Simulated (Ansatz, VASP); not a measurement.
# KTaO3: VASP beside Ansatz

File INCAR:

```
PREC = Accurate ; ENCUT = 520
EDIFF = 1E-6 ; ISMEAR = -1
SIGMA = 0.01 ; LREAL = False
LASPH = True ; NELM = 80
ALGO = Normal ; ISIF = 2
LWAVE = False ; LCHARG = True
GGA = PE ; LELF = True
LVHAR = True ; NBANDS = 27
```

KPOINTS

```
regular mesh
0
Gamma
  5 5 5
```

POSCAR

```
KTaO3
1.0
    4.0015502635      0.0000000000      0.0000000000
    0.0000000000      4.0015502635      0.0000000000
    0.0000000000      0.0000000000      4.0015502635
K Ta O
1 1 3
Direct
    0.5000000000      0.5000000000      0.5000000000
    0.0000000000      0.0000000000      0.0000000000
    0.5000000000      0.0000000000      0.0000000000
    0.0000000000      0.5000000000      0.0000000000
    0.0000000000      0.0000000000      0.5000000000
```

Input for Ansatz:

```yaml
crystal:
  lattice:
    - [4.0015502635, 0.0, 0.0]
    - [0.0, 4.0015502635, 0.0]
    - [0.0, 0.0, 4.0015502635]
  atoms:
    - { symbol: K, position: [0.5, 0.5, 0.5] }
    - { symbol: Ta, position: [0.0, 0.0, 0.0] }
    - { symbol: O, position: [0.5, 0.0, 0.0] }
    - { symbol: O, position: [0.0, 0.5, 0.0] }
    - { symbol: O, position: [0.0, 0.0, 0.5] }
kpoints:
  mp_grid: { grid: [5, 5, 5] }
  band_path:
    path:
      - [0.0, 0.0, 0.0]
      - [0.0, 0.5, 0.0]
      - [0.5, 0.5, 0.0]
      - [0.0, 0.0, 0.0]
      - [0.5, 0.5, 0.5]
      - [0.0, 0.5, 0.0]
      - [0.5, 0.5, 0.5]
      - [0.5, 0.5, 0.0]
    npoints: 5
scf:
  occupations: { method: fermi_dirac, width: 0.01 }
hamiltonian:
  xc: pbe
  pseudopotentials: { kind: all_electron, lapw: { basis_error: 0.0005 } }
output:
  forces: true
  stress: true
  eigenvalues: true
```

Change from the starting cell: volume scaled by 1.01.

Alike in both runs: task single point; functional PBE; k mesh 5 × 5 × 5; occupations fermi-dirac, width 0.01 eV; no spin polarisation.

|  | VASP | Ansatz |
| --- | --- | --- |
| version | VASP 6.6.1 | Ansatz 0.2.0 |
| potentials or method | VASP PAW PBE potentials, release 64 (K_sv, Ta_pv, O), cutoff 520 eV | all-electron LAPW, scalar-relativistic |

Ansatz gave:

| Property | Result |
| --- | --- |
| gap on the k mesh at the Fermi level (eV) | 2.31 |
| pressure (GPa) | 3.4 |

Q: What did VASP give for the same quantities?

A: gap on the k mesh at the Fermi level (eV): 2.26; pressure (GPa): 4.0.

Ansatz ran all-electron here, and VASP with PAW potentials.

Spin-orbit coupling is off throughout.
